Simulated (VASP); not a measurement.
Here is a VASP 6.6.1 calculation.

Contents of INCAR:

```
PREC = Accurate ; ENCUT = 520
EDIFF = 1E-7 ; ISMEAR = 0
SIGMA = 0.02 ; LREAL = F
LASPH = T ; NELM = 60
ALGO = Normal ; ISIF = 2
LWAVE = F ; LCHARG = T
GGA = PE ; IVDW = 12
LELF = T ; LVHAR = T
NBANDS = 16
```

Contents of KPOINTS:

```
Automatic mesh
0
Gamma
  12 12 6
```

POSCAR

```
SiC
1.0
    3.0701413441      0.0000000000      0.0000000000
   -1.5350706720      2.6588203972      0.0000000000
    0.0000000000      0.0000000000      5.0381512996
Si C
2 2
Direct
    0.3333333333      0.6666666667      0.0046017436
    0.6666666667      0.3333333333      0.5046017436
    0.3333333333      0.6666666667      0.3803982564
    0.6666666667      0.3333333333      0.8803982564
```

Potentials or basis: VASP PAW PBE potentials, release 64 (Si, C).

The run is started by

```sh
$ cat potpaw_PBE.64/Si/POTCAR potpaw_PBE.64/C/POTCAR > POTCAR
$ mpirun -np 1 vasp_std > vasp.out
```

Task: Predict the pressure.

Result: -0.1 GPa.

Task: Predict the band gap on the k mesh.

Result: 2.26 eV, indirect (least direct gap 3.98 eV).

Task: What does it give for the dispersion energy per atom?

Result: -0.303 eV.

A k mesh can miss the band edges.
